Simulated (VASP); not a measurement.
Write the native input for VASP 6.6.1 that does the following.

| Quantity | Value |
| --- | --- |
| Task | single point |
| Functional | PBE |
| Dispersion | D3(BJ) |
| Potentials or basis | VASP PAW PBE potentials, release 64 (C_h, O_h) |
| Cutoff | 1000 eV |
| k mesh | 12 × 12 × 1 |
| Occupations | gaussian, width 0.1 eV |
| Spin | no spin polarisation |
| Dipole correction | yes |
| Further INCAR settings | ALGO = Normal; EDIFF = 1e-06; NBANDS = 34; NELMDL = -8 |

The structure of C10O lies in POSCAR:

```
C10O
1.0
    2.4649796668      0.0000000000      0.0000000000
   -1.2324898334      2.1347350113      0.0000000000
    0.0000000000      0.0000000000     32.4768659153
C O
10 1
Direct
    0.0000000000      0.0000000000      0.2617247692
    0.6666666666      0.3333333333      0.2617247620
    0.0000000000      0.0000000000      0.3654668122
    0.3333333333      0.6666666667      0.3654668050
   -0.1037256181     -0.2074512362      0.4694349414
    0.5630650907      0.1261301813      0.4694254725
   -0.1099025422     -0.2198050845      0.5730912659
    0.2234173942      0.4468347883      0.5729978659
    0.1837022296      0.3674044592      0.6781104216
    0.8489321430      0.6978642860      0.6690452560
    0.2470297093      0.4940594186      0.7198890893
```

One way to write it, as run:

INCAR

```
SYSTEM = C10O
  PREC = Accurate
  ENCUT = 1000
  EDIFF = 1E-6
  ISMEAR = 0
  SIGMA = 0.1
  LREAL = .FALSE.
  LASPH = .TRUE.
  NELM = 120
  ALGO = Normal
  ISIF = 2
  LWAVE = .FALSE.
  LCHARG = .TRUE.
  LDIPOL = .TRUE.
  IDIPOL = 3
  DIPOL = 0.5 0.5 0.491
  GGA = PE
  IVDW = 12
  LELF = .TRUE.
  LVHAR = .TRUE.
  LVACPOTAV = .TRUE.
  NBANDS = 34
  GGA_COMPAT = .FALSE.
  NELMDL = -8
```

KPOINTS

```
Automatic mesh
0
G
  12 12 1
  0 0 0
```

Potentials or basis: VASP PAW PBE potentials, release 64 (C_h, O_h).

Launch:

```bash
$ cat potpaw_PBE.64/C_h/POTCAR potpaw_PBE.64/O_h/POTCAR > POTCAR
$ mpirun -np 1 vasp_std > vasp.out
```

Results of the run:

| Property | Result |
| --- | --- |
| Largest force | 0.034 eV/Å |
| Band gap on the k mesh | zero (bands 23 and 24 overlap by 0.11 eV) |
| Dispersion energy per atom | -0.138 eV |

It took 66 min on 1 thread of Intel(R) Xeon(R) Platinum 8259CL CPU @ 2.50GHz (Skylake/Cascade Lake) (shared host), peak memory 0.87 GiB.
